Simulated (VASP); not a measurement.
# FeAs2: single point with LDA

Crystal: FeAs2.

```
CELL_PARAMETERS angstrom
5.30120 0.00000 0.00000
0.00000 5.98580 0.00000
0.00000 0.00000 2.88220
ATOMIC_POSITIONS crystal
Fe 0.00000 0.00000 0.00000
Fe 0.50000 0.50000 0.50000
As 0.17630 0.36240 0.00000
As 0.82370 0.63760 0.00000
As 0.67630 0.13760 0.50000
As 0.32370 0.86240 0.50000
```

* Program: VASP 6.6.1
* Task: single point
* Functional: LDA
* Potentials or basis: VASP PAW LDA potentials, release 64 (Fe, As)
* Cutoff: 520 eV
* k mesh: 4 × 4 × 6
* Occupations: gaussian, width 0.1 eV
* Spin: collinear spin, ferromagnetic start
* Starting moments: [4.0, 4.0, 0.0, 0.0, 0.0, 0.0] μB
* Dipole correction: no
* Further INCAR settings: ALGO = Normal; EDIFF = 1e-07; NBANDS = 31

* Pressure: -8.7 GPa
* Largest force: 0.431 eV/Å
* Band gap on the k mesh: 0.24 eV (least direct gap 0.45 eV)
* Net moment: 0.00 μB per cell
* Valence electrons inside the program's atomic spheres: Fe 7.49; As 2.79

Forces on the atoms (eV/Å):
```
Fe   0.000  0.000  0.000
Fe   0.000  0.000  0.000
As   0.392 -0.179  0.000
As  -0.392  0.179  0.000
As   0.392  0.179  0.000
As  -0.392 -0.179  0.000
```

Stress tensor (GPa, compression positive):
```
-9.06  0.00  0.00
 0.00 -9.05  0.00
 0.00  0.00 -7.90
```

Levels at points of the mesh, in eV from the valence-band top:
Spin up:
```
           k point  band 15  band 16  band 17  band 18  band 19  band 20  band 21  band 22
(0.00, 0.00, 0.00)    -0.56    -0.21    -0.16    -0.08     1.59     2.48     4.22     4.73
(0.50, 0.00, 0.00)    -0.59    -0.59    -0.17    -0.17     3.17     3.17     3.59     3.59
(0.00, 0.50, 0.00)    -0.24    -0.24    -0.21    -0.21     2.38     2.38     2.92     2.92
(0.50, 0.50, 0.00)    -1.01    -1.01    -0.12    -0.12     1.32     1.32     4.33     4.33
(0.00, 0.00, 0.50)    -0.92    -0.92    -0.32    -0.32     0.51     0.51     1.85     1.85
(0.50, 0.00, 0.50)    -0.91    -0.91    -0.46    -0.46     0.77     0.77     1.74     1.74
(0.00, 0.50, 0.50)    -0.94    -0.94    -0.37    -0.37     0.47     0.47     0.84     0.84
(0.50, 0.50, 0.50)    -0.80    -0.80    -0.03    -0.03     0.54     0.54     2.43     2.43
```
Spin down:
| k point | band 14 | band 15 | band 16 | band 17 | band 18 | band 19 | band 20 | band 21 | band 22 | band 23 |
| --- | --- | --- | --- | --- | --- | --- | --- | --- | --- | --- |
| (0.00, 0.00, 0.00) | -1.09 | -0.56 | -0.22 | -0.16 | -0.08 | 1.59 | 2.48 | 4.22 | 4.73 | 4.76 |
| (0.50, 0.00, 0.00) | -1.16 | -0.59 | -0.59 | -0.17 | -0.17 | 3.17 | 3.17 | 3.59 | 3.59 | 4.19 |
| (0.00, 0.50, 0.00) | -1.08 | -0.24 | -0.24 | -0.21 | -0.21 | 2.38 | 2.38 | 2.92 | 2.92 | 3.57 |
| (0.50, 0.50, 0.00) | -1.21 | -1.01 | -1.01 | -0.12 | -0.12 | 1.32 | 1.32 | 4.33 | 4.33 | 4.86 |
| (0.00, 0.00, 0.50) | -2.31 | -0.92 | -0.92 | -0.33 | -0.33 | 0.51 | 0.51 | 1.85 | 1.85 | 2.37 |
| (0.50, 0.00, 0.50) | -2.06 | -0.91 | -0.91 | -0.46 | -0.46 | 0.77 | 0.77 | 1.74 | 1.74 | 4.16 |
| (0.00, 0.50, 0.50) | -1.37 | -0.94 | -0.94 | -0.37 | -0.37 | 0.47 | 0.47 | 0.84 | 0.84 | 2.62 |
| (0.50, 0.50, 0.50) | -1.20 | -0.80 | -0.80 | -0.03 | -0.03 | 0.54 | 0.54 | 2.43 | 2.43 | 3.41 |

It took 96 s on 1 thread of AMD EPYC 9R45 (Zen 5), with other jobs on the host, peak memory 0.25 GiB.

Caveat: the cell stands under tension; the moments typed at the start vanished in this run. A k mesh can miss the band edges.
